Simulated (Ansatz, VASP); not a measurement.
**Two plane-wave programs on Tc**

```
Tc
1.0
     0.00000    1.94486    1.94486
     1.94486    0.00000    1.94486
     1.94486    1.94486    0.00000
Tc
1
Cartesian
  0.0000 0.0000 0.0000
```

Alike in both runs: functional RPBE; k mesh 13 × 13 × 13; no spin polarisation.

Ansatz relaxed the structure, and its values are those at the end. VASP's run is a single point on that final structure, the one shown.

|  | VASP | Ansatz |
| --- | --- | --- |
| version | VASP 6.6.1 | Ansatz 0.2.0 |
| potentials or method | VASP PAW PBE potentials, release 64 (Tc_pv) | plane waves, PAW |
| plane-wave cutoff (eV) | 520 | 500 |
| occupations | methfessel-paxton of order 1, width 0.2 eV | cold, width 0.2 eV |
| valence electrons in the cell | 13 | 15 |

|  | VASP | Ansatz | Ansatz less VASP |
| --- | --- | --- | --- |
| pressure (GPa) | -0.6 | 0.0 | +0.58 |

VASP's potentials were made for PBE, not for RPBE. VASP's potentials hold 13 valence electrons a cell and Ansatz's 15, so a difference there can come from the potentials and not from the codes. Ansatz's warnings: force scf threshold loose, stress scf threshold loose.
